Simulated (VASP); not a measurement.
# Ag2PdS2 (I-4m2) in VASP: notebook

The runs below take Ag2PdS2 through single point, relaxation of cell and atoms, with PBE.

Program: VASP 6.6.1. These are calculated values, not measurements. Logs are shortened: lines on timing, memory, paths and dates and some standing lists are left out, and cuts for length are marked.

## Step 1: The cell of the first run

The structure is tetragonal, space group I-4m2 (No. 119). The conventional cell has a = 4.962 Å, b = 4.962 Å, c = 8.824 Å, α = 90.00°, β = 90.00°, γ = 90.00°. Within 3.3 Å of Ag (site symmetry -4m2) lie 4 S at 2.49 Å. Within 3.1 Å of Ag (site symmetry -4m2) lie 2 S at 2.38 Å. Pd (site symmetry -4m2) has 4 S at 2.49 Å within 3.3 Å. S (site symmetry 2mm) has 3 Ag at 2.38 to 2.49 Å and 2 Pd at 2.49 Å within 3.1 Å.

## Step 2: Single point, PBE

Input file INCAR:

```
SYSTEM = Ag2PdS2
  PREC = Accurate
  ENCUT = 520
  EDIFF = 1E-7
  ISMEAR = 0
  SIGMA = 0.15
  LREAL = .False.
  LASPH = .True.
  NELM = 100
  ALGO = Normal
  ISIF = 2
  LWAVE = .False.
  LCHARG = .False.
  GGA = PE
  NBANDS = 30
```

Input file KPOINTS:

```
Automatic mesh
0
Gamma
  3 3 3
  0 0 0
```

Input file POSCAR:

```
Ag2PdS2
1.0
   -2.4811380773      2.4811380773      4.4119697217
    2.4811380773     -2.4811380773      4.4119697217
    2.4811380773      2.4811380773     -4.4119697217
Ag Pd S
2 1 2
Direct
    0.7500000000      0.2500000000      0.5000000000
    0.0000000000      0.0000000000      0.0000000000
    0.2500000000      0.7500000000      0.5000000000
    0.7300551386      0.7300551386      0.0000000000
    0.2699448614      0.2699448614      0.0000000000
```

Potentials or basis: VASP PAW PBE potentials, release 64 (Ag, Pd, S).

Command:

```bash
cat potpaw_PBE.64/Ag/POTCAR potpaw_PBE.64/Pd/POTCAR potpaw_PBE.64/S/POTCAR > POTCAR
mpirun -np 1 vasp_std > vasp.out
```

OUTCAR:

```text
SYSTEM = Ag2PdS2
   PREC = Accurate
   ENCUT = 520
   EDIFF = 1E-7
   ISMEAR = 0
   LREAL = .False.
   LASPH = .True.
   NELM = 100
   ISIF = 2
   GGA = PE

 ion  position               nearest neighbor table
   1  0.750  0.250  0.500-   5 2.49   4 2.49   5 2.49   4 2.49   2 3.32   2 3.32   2 3.32   2 3.32
                             3 3.51   3 3.51   3 3.51   3 3.51
   2  0.000  0.000  0.000-   4 2.38   5 2.38   1 3.32   3 3.32   1 3.32   3 3.32   1 3.32   3 3.32
                             1 3.32   3 3.32
   3  0.250  0.750  0.500-   5 2.49   4 2.49   5 2.49   4 2.49   2 3.32   2 3.32   2 3.32   2 3.32
                             1 3.51   1 3.51   1 3.51   1 3.51
   4  0.730  0.730  0.000-   2 2.38   1 2.49   3 2.49   1 2.49   3 2.49
   5  0.270  0.270  0.000-   2 2.38   1 2.49   3 2.49   3 2.49   1 2.49

  LATTYP: Found a body centered tetragonal cell.
 ALAT       =     4.9622761546
 C/A-ratio  =     1.7782040274

  Lattice vectors:

 A1 = (  -2.4811380773,   2.4811380773,   4.4119697217)
 A2 = (   2.4811380773,  -2.4811380773,   4.4119697217)
 A3 = (   2.4811380773,   2.4811380773,  -4.4119697217)

Analysis of symmetry for initial positions (statically):
=====================================================================
 Subroutine PRICEL returns:
 Original cell was already a primitive cell.

 Routine SETGRP: Setting up the symmetry group for a
 body centered tetragonal supercell.

 Subroutine GETGRP returns: Found  8 space group operations
 (whereof  8 operations were pure point group operations)
 out of a pool of 16 trial point group operations.

The static configuration has the point symmetry D_2d.

Analysis of symmetry for dynamics (positions and initial velocities):
=====================================================================
 Subroutine PRICEL returns:
 Original cell was already a primitive cell.

 Routine SETGRP: Setting up the symmetry group for a
 body centered tetragonal supercell.

 Subroutine GETGRP returns: Found  8 space group operations
 (whereof  8 operations were pure point group operations)
 out of a pool of 16 trial point group operations.

The dynamic configuration has the point symmetry D_2d.

 Subroutine INISYM returns: Found  8 space group operations
 (whereof  8 operations are pure point group operations),
 and found     1 'primitive' translations

----------------------------------------------------------------------------------------

[... 80 lines left out ...]
   LREAL  =      F    real-space projection
   EDIFFG = 0.1E-05   stopping-criterion for IOM
   NSW    =      0    number of steps for IOM
   IBRION =     -1    ionic relax: 0-MD 1-quasi-New 2-CG
   NFREE  =      0    steps in history (QN), initial steepest desc. (CG)
   ISIF   =      2    stress and relaxation
   ISYM   =      2    0-nonsym 1-usesym 2-fastsym
   POTIM  = 0.5000    time-step for ionic-motion
   TEBEG  =    0.0;   TEEND  =   0.0 temperature during run
   PSTRESS=    0.0 pullay stress
   NELECT =      44.0000    total number of electrons
   NUPDOWN=      -1.0000    fix difference up-down
   EMIN   =  10.00;   EMAX   =-10.00  energy-range for DOS
   EFERMI =   0.00;   METHOD = LEGACY
   ISMEAR =     0;   SIGMA  =   0.15  broadening in eV -4-tet -1-fermi 0-gaus
   EFERMI_NEDOS =   21; number of points for ismear=-14 and -15
   IALGO  =     38    algorithm
   IMIX   =      4    mixing-type and parameters
     AMIX     =   0.40;   BMIX     =  1.00
     AMIX_MAG =   1.60;   BMIX_MAG =  1.00
  volume/ion in A,a.u.               =      21.73       146.63
  Fermi-wavevector in a.u.,A,eV,Ry     =   1.211233  2.288898 19.960899  1.467085
  Thomas-Fermi vector in A             =   2.346755
   LORBIT       =      0    0 simple, 1 ext, 2 COOP (PROOUT), +10 PAW based schemes
   GGA     = PE    functional components
   LHFCALC =     F    Hartree Fock is set to
   AEXX    =    0.0000 exact exchange contribution
   IVDW    =     0    specifies the selected vdW correction
   LEPSILON=     F    determine dielectric tensor
   LRPA    =     F    only Hartree local field effects (RPA)
 non-spin polarized calculation
 Gauss-broadening in eV      SIGMA  =   0.15
  energy-cutoff  :      520.00
  volume of cell :      108.64
 maximum number of plane-waves:      2941
 NGX is ok and might be reduce to    42
   NGX = 21   NGY = 21   NGZ = 21

 number of electron      43.9999993 magnetization

 Free energy of the ion-electron system (eV)
  ---------------------------------------------------
  ext. energy  EPLUGINS =         0.00000000
  ---------------------------------------------------
  free energy    TOTEN  =       -18.96164554 eV

  energy without entropy =      -18.92793795  energy(sigma->0) =      -18.94479174

 E-fermi :   4.7883     XC(G=0):  -9.9218

 val. band max:        4.7450820114   @ k =   0.3333   0.0000   0.0000
 cond. band min:       4.9755626490   @ k =  -0.3333   0.3333   0.0000
 fundamental gap:      0.2304806377
 Fermi energy:         4.7883089105

 k-point     1 :       0.0000    0.0000    0.0000
  band No.  band energies     occupation
      1      -9.1241      2.00000
      2      -8.0523      2.00000
      3      -0.3838      2.00000
      4      -0.3444      2.00000
      5      -0.3444      2.00000
      6      -0.1775      2.00000
[... 187 lines left out ...]
     29      12.5959      0.00000
     30      12.8281      0.00000

------------------------ aborting loop because EDIFF is reached ----------------------------------------

  FORCE on cell =-STRESS in cart. coord.  units (eV):
  Direction    XX          YY          ZZ          XY          YZ          ZX
  --------------------------------------------------------------------------------------
  -------------------------------------------------------------------------------------
  Total       -0.0651237     -0.0651237      0.2324578      0.0000000      0.0000000      0.0000000
  in kB       -0.9604062     -0.9604062      3.4281547      0.0000000      0.0000000      0.0000000
  external PRESSURE =       0.5024474 kB  Pullay stress =       0.0000000 kB

 VOLUME and BASIS-vectors are now :
 -----------------------------------------------------------------------------
  energy-cutoff  :      520.00
  volume of cell :      108.64
      direct lattice vectors                 reciprocal lattice vectors
    -2.481138077  2.481138077  4.411969722     0.000000000  0.201520425  0.113328067
     2.481138077 -2.481138077  4.411969722     0.201520425  0.000000000  0.113328067
     2.481138077  2.481138077 -4.411969722     0.201520425  0.201520425  0.000000000

 POSITION                                       TOTAL-FORCE (eV/Angst)
 -----------------------------------------------------------------------------------
      0.00000      2.48114      2.20598         0.000000      0.000000      0.000000
      0.00000      0.00000      0.00000         0.000000      0.000000     -0.000000
      2.48114      0.00000      2.20598         0.000000      0.000000     -0.000000
      0.00000      0.00000      6.44196         0.000000      0.000000      0.015904
      0.00000      0.00000      2.38198        -0.000000     -0.000000     -0.015904
 -----------------------------------------------------------------------------------
    total drift:                               -0.000000      0.000000      0.000000

  FREE ENERGIE OF THE ION-ELECTRON SYSTEM (eV)
  ---------------------------------------------------
  free  energy   TOTEN  =       -18.9616455402 eV

  energy  without entropy=      -18.9279379482  energy(sigma->0) =      -18.94479174
```

stdout:

```text
POSCAR found type information on POSCAR AgPdS
 POSCAR found :  3 types and       5 ions
 scaLAPACK will be used
 LDA part: xc-table for (Slater+PW92), standard interpolation
 POSCAR, INCAR and KPOINTS ok, starting setup
 FFT: planning ... GRIDC
 FFT: planning ... GRID_SOFT
 FFT: planning ... GRID
 WAVECAR not read
 entering main loop
```

Wall time 56 s (1 thread of AMD EPYC 7R13, shared host); peak memory 0.22 GiB.

Results:

```
Free energy            : -18.9616 eV
Pressure               : 0.1 GPa
Largest force          : 0.016 eV/Å
Band gap on the k mesh : zero (band 22 reaches 5.04 eV, above the bottom of band 23 at 3.58 eV)
```

Forces on the atoms (eV/Å):
```
Ag   0.000  0.000  0.000
Ag   0.000  0.000  0.000
Pd   0.000  0.000  0.000
S    0.000  0.000  0.016
S    0.000  0.000 -0.016
```

Caveat: the k points lie up to 0.60 Å⁻¹ apart.

## Step 3: Relaxation of cell and atoms, PBE

This run uses another cell than the first one, of 20.75 Å³/atom, 0.955 times its volume.

Input file INCAR:

```
SYSTEM = Ag2PdS2
ALGO = Normal
EDIFF = 1E-6
EDIFFG = -0.08
ENCUT = 600
GGA = PE
IBRION = 2
ISIF = 3
ISMEAR = 0
LASPH = .TRUE.
LCHARG = .FALSE.
LREAL = .FALSE.
LWAVE = .FALSE.
NELM = 80
NSW = 36
PREC = Accurate
SIGMA = 0.15
```

Input file KPOINTS:

```
k-points
0
G
  3 3 3
  0 0 0
```

Input file POSCAR:

```
Ag2PdS2
1.0
   -2.8813805500      2.8813805500      3.1235683000
    2.8813805500     -2.8813805500      3.1235683000
    2.8813805500      2.8813805500     -3.1235683000
Ag Pd S
2 1 2
Direct
    0.7500000000      0.2500000000      0.5000000000
    0.0000000000      0.0000000000      0.0000000000
    0.2500000000      0.7500000000      0.5000000000
    0.6882128800      0.6882128800      0.0000000000
    0.3117871200      0.3117871200      0.0000000000
```

Potentials or basis: VASP PAW PBE potentials, release 64 (Ag, Pd, S).

Command:

```bash
cat potpaw_PBE.64/Ag/POTCAR potpaw_PBE.64/Pd/POTCAR potpaw_PBE.64/S/POTCAR > POTCAR
mpirun -np 1 vasp_std > vasp.out
```

Wall time 13 min (1 thread of AMD EPYC 7R13, shared host); peak memory 0.25 GiB.

Results (log left out):

| Item | Value |
| --- | --- |
| Free energy | -18.9341 eV |
| Relaxed volume | 21.30 Å³/atom |
| Relaxed cell | a = 5.579 Å, b = 5.579 Å, c = 5.579 Å, α = 127.32°, β = 127.32°, γ = 77.74° |
| Space group after relaxing (to 0.05 Å) | I-4m2 (No. 119) |
| Energy gained by relaxing | 969.9 meV/atom |
| Ionic steps | 26 |
| Pressure after relaxing | 0.4 GPa |
| Largest force after relaxing | 0.018 eV/Å |
| Band gap on the k mesh | zero (band 22 reaches 5.25 eV, above the bottom of band 23 at 3.80 eV) |

Forces on the atoms (eV/Å):
```
Ag   0.000  0.000  0.000
Ag   0.000  0.000  0.000
Pd   0.000  0.000  0.000
S    0.000  0.000  0.018
S    0.000  0.000 -0.018
```

Step by step:
```csv
step,energy change (eV),largest force (eV/Å),pressure (GPa),volume (Å³)
1,0.0000,7.9439,12.20,103.73
2,-2.2135,1.1768,-9.21,123.54
3,-2.2808,1.1813,-9.22,122.41
4,-2.3427,1.2031,-9.21,121.35
5,-2.7406,1.2795,-7.57,113.27
6,-2.5231,0.0147,-3.45,108.69
7,-2.7369,1.2549,-7.23,112.68
8,-2.7389,1.1628,-6.87,112.10
9,-3.6402,1.1114,-4.09,99.91
10,-4.0605,1.1258,4.13,88.67
11,-4.3565,1.1981,3.01,90.88
12,-4.4291,0.9732,3.03,92.05
13,-4.4378,0.8808,3.28,92.56
14,-4.6292,0.8977,-1.94,100.01
15,-4.6396,0.9084,-3.14,102.45
16,-4.7603,0.1724,-0.85,101.92
17,-4.7608,0.1047,-0.65,101.88
18,-4.7974,0.0719,1.17,100.47
19,-4.7979,0.0672,1.44,100.27
20,-4.8146,0.2707,0.25,102.54
21,-4.8153,0.3228,-0.06,103.20
22,-4.8278,0.2517,-0.35,104.41
23,-4.8381,0.1203,-0.75,106.48
24,-4.8460,0.0284,0.40,105.87
25,-4.8461,0.0341,0.45,105.84
26,-4.8494,0.0184,0.43,106.51
```

Final structure:
```
CELL_PARAMETERS angstrom
-2.47575 2.47575 4.34408
2.47575 -2.47575 4.34408
2.47575 2.47575 -4.34408
ATOMIC_POSITIONS crystal
Ag 0.75000 0.25000 0.50000
Ag 0.00000 0.00000 0.00000
Pd 0.25000 0.75000 0.50000
S 0.72583 0.72583 0.00000
S 0.27417 0.27417 0.00000
```

Levels at points of the mesh, in eV from the Fermi level:
```
           k point  band 21  band 22  band 23  band 24  band 25  band 26
(0.00, 0.00, 0.00)    -1.43    -1.43    -1.20     1.77     2.23     5.02
```

Caveat: the k points lie up to 0.60 Å⁻¹ apart in the final cell; the relaxation stopped at a loose force limit of 0.08 eV/Å, so its end isn't a converged minimum.

(Part 1 of 2 ends here.)
